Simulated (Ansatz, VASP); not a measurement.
# NbAl2: VASP beside Ansatz

```xyz
6
Lattice="-3.3716 3.3716 2.8096 3.3716 -3.3716 2.8096 3.3716 3.3716 -2.8096" Properties=species:S:1:pos:R:3 pbc="T T T"
Al    1.6860    5.0576    0.0000
Al    1.6857    1.6860    0.0000
Al    1.6857   -1.6860    2.8096
Al    1.6860    1.6857    2.8096
Nb    0.0000    0.0000    1.4048
Nb    0.0000    0.0000    4.2143
```

Alike in both runs: functional PBE; k mesh 4 × 4 × 4; occupations gaussian, width 0.1 eV; no spin polarisation.

Ansatz relaxed the structure, and its values are those at the end. VASP's run is a single point on that final structure, the one shown.

|  | VASP | Ansatz |
| --- | --- | --- |
| version | VASP 6.6.1 | Ansatz 0.2.0 |
| potentials or method | VASP PAW PBE potentials, release 64 (Al, Nb_sv), cutoff 520 eV | scalar-relativistic, plane waves, PAW |
| valence electrons in the cell | 38 | 38 |

Ansatz gave:

* gap on the k mesh at the Fermi level (eV): none
* pressure (GPa): 0.3

Question: Estimate VASP's values.

Answer: gap on the k mesh at the Fermi level (eV): none; pressure (GPa): 0.2.

A gap of «none» marks a metal or a gap that the smearing closes. The functional is the same, so the differences come from potentials, cutoffs and numerics.

The k mesh is coarse, so the values compare programs but aren't converged.
